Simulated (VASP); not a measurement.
# RuS2 (P-3m1) in VASP: single point with PBE+D3(BJ)

Aim: the single point of RuS2 with PBE+D3(BJ).

Program: VASP 6.6.1. These are calculated values, not measurements. Logs are shortened: lines on timing, memory, paths and dates and some standing lists are left out, and cuts for length are marked.

### Step 1. The cell of the first run

The structure is trigonal, space group P-3m1 (No. 164). Conventional cell: a = 3.379 Å, b = 3.379 Å, c = 4.900 Å, α = 90.00°, β = 90.00°, γ = 120.00°. Within 3.1 Å of Ru (site symmetry -3m) lie 6 S at 2.36 Å. Within 3.1 Å of S (site symmetry 3m) lie 3 Ru at 2.36 Å and 3 S at 2.97 Å.

### Step 2. Single point, PBE+D3(BJ), collinear spin, ferromagnetic start

Input file INCAR:

```
ALGO = Normal
EDIFF = 1E-6
ENCUT = 520
GGA = PE
ISIF = 2
ISMEAR = 0
ISPIN = 2
IVDW = 12
LASPH = True
LCHARG = False
LMAXMIX = 4
LORBIT = 11
LREAL = False
LWAVE = False
MAGMOM = 0.38 0 0
NBANDS = 24
NELM = 150
PREC = Accurate
SIGMA = 0.1
```

Input file KPOINTS:

```
k-points
0
Gamma
  12 12 10
```

Input file POSCAR:

```
RuS2
1.0
    3.3787937723      0.0000000000      0.0000000000
   -1.6893968862      2.9261212410      0.0000000000
    0.0000000000      0.0000000000      4.8996551840
Ru S
1 2
Direct
    0.0000000000      0.0000000000      0.0000000000
    0.6666666667      0.3333333333      0.7286947942
    0.3333333333      0.6666666667      0.2713052058
```

Potentials or basis: VASP PAW PBE potentials, release 64 (Ru_pv, S).

Run with:

```
$ cat potpaw_PBE.64/Ru_pv/POTCAR potpaw_PBE.64/S/POTCAR > POTCAR
$ mpirun -np 1 vasp_std > vasp.out
```

OUTCAR:

```text
EDIFF = 1E-6
   ENCUT = 520
   GGA = PE
   ISIF = 2
   ISMEAR = 0
   ISPIN = 2
   IVDW = 12
   LASPH = True
   LORBIT = 11
   LREAL = False
   NELM = 150
   PREC = Accurate
 IVDW          = 12

 ion  position               nearest neighbor table
   1  0.000  0.000  0.000-   2 2.36   3 2.36   2 2.36   3 2.36   2 2.36   3 2.36
   2  0.667  0.333  0.729-   1 2.36   1 2.36   1 2.36
   3  0.333  0.667  0.271-   1 2.36   1 2.36   1 2.36

  LATTYP: Found a hexagonal cell.
 ALAT       =     3.3787937723
 C/A-ratio  =     1.4501196327

  Lattice vectors:

 A1 = (   3.3787937723,   0.0000000000,   0.0000000000)
 A2 = (  -1.6893968862,   2.9261212410,   0.0000000000)
 A3 = (   0.0000000000,   0.0000000000,   4.8996551840)

Analysis of symmetry for initial positions (statically):
=====================================================================
 Subroutine PRICEL returns:
 Original cell was already a primitive cell.

 Routine SETGRP: Setting up the symmetry group for a
 hexagonal supercell.

 Subroutine GETGRP returns: Found 12 space group operations
 (whereof 12 operations were pure point group operations)
 out of a pool of 24 trial point group operations.

The static configuration has the point symmetry D_3d.

Analysis of symmetry for dynamics (positions and initial velocities):
=====================================================================
 Subroutine PRICEL returns:
 Original cell was already a primitive cell.

 Routine SETGRP: Setting up the symmetry group for a
 hexagonal supercell.

 Subroutine GETGRP returns: Found 12 space group operations
 (whereof 12 operations were pure point group operations)
 out of a pool of 24 trial point group operations.

The dynamic configuration has the point symmetry D_3d.

Analysis of structural, dynamic, and magnetic symmetry:
=====================================================================
 Subroutine PRICEL returns:
 Original cell was already a primitive cell.

 Routine SETGRP: Setting up the symmetry group for a
 hexagonal supercell.

 Subroutine GETGRP returns: Found 12 space group operations
 (whereof 12 operations were pure point group operations)
 out of a pool of 24 trial point group operations.

The overall configuration has the point symmetry D_3d.

 Subroutine INISYM returns: Found 12 space group operations
 (whereof 12 operations are pure point group operations),
 and found     1 'primitive' translations

[... 118 lines left out ...]
  Fermi-wavevector in a.u.,A,eV,Ry     =   1.330432  2.514152 24.082993  1.770050
  Thomas-Fermi vector in A             =   2.459520
   LORBIT       =     11    0 simple, 1 ext, 2 COOP (PROOUT), +10 PAW based schemes
   GGA     = PE    functional components
   LHFCALC =     F    Hartree Fock is set to
   AEXX    =    0.0000 exact exchange contribution
   IVDW    =    12    specifies the selected vdW correction
   LEPSILON=     F    determine dielectric tensor
   LRPA    =     F    only Hartree local field effects (RPA)
 spin polarized calculation
 Gauss-broadening in eV      SIGMA  =   0.10
  energy-cutoff  :      520.00
  volume of cell :       48.44
 maximum number of plane-waves:      1324
 NGX is ok and might be reduce to    28
   NGX = 13   NGY = 13   NGZ = 19

 number of electron      26.0000007 magnetization       0.4696217

 Free energy of the ion-electron system (eV)
  ---------------------------------------------------
  ext. energy  EPLUGINS =         0.00000000
  ---------------------------------------------------
  free energy    TOTEN  =       -17.95748852 eV

  energy without entropy =      -17.93868487  energy(sigma->0) =      -17.94808670

 E-fermi :   7.9654     XC(G=0): -11.4251

 val. band max:        7.9627770883   @ k =   0.2500   0.2500   0.4000
 cond. band min:       7.9660160322   @ k =   0.3333   0.1667   0.5000
 fundamental gap:      0.0032389439
 Fermi energy:         7.9654312082

 spin component 1

 k-point     1 :       0.0000    0.0000    0.0000
  band No.  band energies     occupation
      1     -34.9664      1.00000
      2     -34.8872      1.00000
      3     -34.8872      1.00000
      4      -7.1702      1.00000
      5      -4.1707      1.00000
      6       1.0118      1.00000
[... 637 lines left out ...]
     23      20.0205      0.00000
     24      20.4703      0.00000

 [... further k-points ...]

 spin component 2

 k-point     1 :       0.0000    0.0000    0.0000
  band No.  band energies     occupation
      1     -34.7039      1.00000
      2     -34.6098      1.00000
      3     -34.6098      1.00000
      4      -7.1210      1.00000
      5      -4.1210      1.00000
      6       1.0972      1.00000
[... 637 lines left out ...]
     23      20.1044      0.00000
     24      20.5481      0.00000

 [... further k-points ...]

------------------------ aborting loop because EDIFF is reached ----------------------------------------

 Edisp (eV)   -1.27732

 E8    (eV) :    -0.5064

  FORCE on cell =-STRESS in cart. coord.  units (eV):
  Direction    XX          YY          ZZ          XY          YZ          ZX
  --------------------------------------------------------------------------------------
  -------------------------------------------------------------------------------------
  Total      -0.08004    -0.08004    -0.04054     0.00000     0.00000     0.00000
  in kB      -2.64721    -2.64721    -1.34085     0.00000     0.00000     0.00000
  external pressure =       -2.21 kB  Pullay stress =        0.00 kB

 VOLUME and BASIS-vectors are now :
 -----------------------------------------------------------------------------
  energy-cutoff  :      520.00
  volume of cell :       48.44
      direct lattice vectors                 reciprocal lattice vectors
     3.378793772  0.000000000  0.000000000     0.295963609  0.170874670  0.000000000
    -1.689396886  2.926121241  0.000000000     0.000000000  0.341749339  0.000000000
     0.000000000  0.000000000  4.899655184     0.000000000  0.000000000  0.204095995

 POSITION                                       TOTAL-FORCE (eV/Angst)
 -----------------------------------------------------------------------------------
      0.00000      0.00000      0.00000         0.000000      0.000000      0.000000
      1.68940      0.97537      3.57035         0.000000     -0.000000      0.019094
     -0.00000      1.95075      1.32930        -0.000000      0.000000     -0.019094
 -----------------------------------------------------------------------------------
    total drift:                                0.000000      0.000000     -0.000000

  FREE ENERGIE OF THE ION-ELECTRON SYSTEM (eV)
  ---------------------------------------------------
  free  energy   TOTEN  =       -19.2348118549 eV

  energy  without entropy=      -19.2160082124  energy(sigma->0) =      -19.22541003

 total charge

# of ion       s       p       d       tot
------------------------------------------
    1        0.341   6.288   6.030  12.658
    2        1.364   2.284   0.000   3.648
    3        1.364   2.284   0.000   3.648
--------------------------------------------------
tot          3.068  10.856   6.030  19.954

 magnetization (x)

# of ion       s       p       d       tot
------------------------------------------
    1        0.008   0.007   0.350   0.365
    2        0.002   0.029   0.000   0.030
    3        0.002   0.029   0.000   0.030
--------------------------------------------------
tot          0.011   0.064   0.350   0.425
```

OSZICAR:

```text
N       E                     dE             d eps       ncg     rms          rms(c)
DAV:   1     0.198019289241E+03    0.19802E+03   -0.13376E+04 15680   0.101E+03
DAV:   2    -0.113549890652E+02   -0.20937E+03   -0.20228E+03 18488   0.287E+02
DAV:   3    -0.188422746245E+02   -0.74873E+01   -0.74178E+01 20176   0.542E+01
DAV:   4    -0.189105443407E+02   -0.68270E-01   -0.68243E-01 17624   0.561E+00
DAV:   5    -0.189115243170E+02   -0.97998E-03   -0.97968E-03 20800   0.650E-01    0.203E+01
DAV:   6    -0.189988946448E+02   -0.87370E-01   -0.15231E+01 18264   0.218E+01    0.112E+01
DAV:   7    -0.180445650744E+02    0.95433E+00   -0.71724E+00 16168   0.166E+01    0.729E+00
DAV:   8    -0.179559114802E+02    0.88654E-01   -0.44188E-01 19056   0.396E+00    0.135E+00
DAV:   9    -0.179569480633E+02   -0.10366E-02   -0.13879E-02 18200   0.675E-01    0.375E-01
DAV:  10    -0.179569480599E+02    0.33815E-08   -0.93469E-04 19080   0.190E-01    0.140E-01
DAV:  11    -0.179570701182E+02   -0.12206E-03   -0.29732E-04 18536   0.873E-02    0.885E-02
DAV:  12    -0.179571773596E+02   -0.10724E-03   -0.10632E-04 18016   0.509E-02    0.629E-02
DAV:  13    -0.179573001500E+02   -0.12279E-03   -0.14633E-04 17760   0.597E-02    0.486E-02
DAV:  14    -0.179573745674E+02   -0.74417E-04   -0.91470E-05 18344   0.465E-02    0.391E-02
DAV:  15    -0.179574525411E+02   -0.77974E-04   -0.19778E-04 16560   0.676E-02    0.268E-02
DAV:  16    -0.179574863975E+02   -0.33856E-04   -0.27383E-04 17896   0.806E-02    0.974E-03
DAV:  17    -0.179574884296E+02   -0.20321E-05   -0.12660E-05 18056   0.201E-02    0.650E-03
DAV:  18    -0.179574885168E+02   -0.87127E-07   -0.25893E-07  9080   0.282E-03
   1 F= -.19234812E+02 E0= -.19225410E+02  d E =-.188036E-01  mag=     0.4695
```

It took 8.7 min on 1 thread of Intel Xeon Platinum 8259CL at 2.50GHz (Skylake/Cascade Lake), shared host; peak memory 0.4 GiB.

Results:

* Free energy: -19.2348 eV
* Pressure: -0.2 GPa
* Largest force: 0.019 eV/Å
* Net moment: 0.47 μB per cell
* Site moments: Ru +0.36; S +0.03 μB
* Valence electrons inside the program's atomic spheres: Ru 12.66; S 3.65
* Dispersion energy per atom: -0.426 eV

Forces in eV/Å, atoms in the order of the input:
```
Ru   0.000  0.000  0.000
S    0.000  0.000  0.019
S    0.000  0.000 -0.019
```

Caveat: a moment this small can come from the mesh or the smearing.
